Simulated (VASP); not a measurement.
Runs of VASP 6.6.1 on Al2O3. The structure is that of space group R-3c (No. 167), or close to it. The cells are those of the table. 

```csv
cell,gap on the mesh (eV),pressure (GPa),largest force (eV/Å)
"a = 5.271 Å, angles 52.6°, 10 atoms",(a),4.6,1.74
"a = 4.774 Å, angles 65.2°, 10 atoms",3.39,-1.9,(c)
"a = 5.543 Å, angles 47.8°, 10 atoms",4.52,11.1,1.81
"a = 5.139 Å, angles 55.3°, 10 atoms",5.93,0.7,0.80
"a = 4.889 Å, angles 61.6°, 10 atoms",4.49,-1.1,0.39
"a = 5.011 Å, angles 58.3°, 10 atoms",5.63,(b),2.96
"a = 5.406 Å, angles 50.1°, 10 atoms",5.21,11.5,2.42
```

Alike in all rows: task single point; level PBEsol; potentials or basis VASP PAW PBE potentials, release 64 (Al, O); no spin polarisation; k mesh 6 × 6 × 6; cutoff (eV) 520; smearing gaussian 0.05 eV.

Question: Fill in the values left out.

Answer: (a) 5.71; (b) 2.5; (c) 0.35.

Caveats: the PAW data sets were made with another functional, which shifts forces and pressure a little.

A k mesh can miss the band edges.
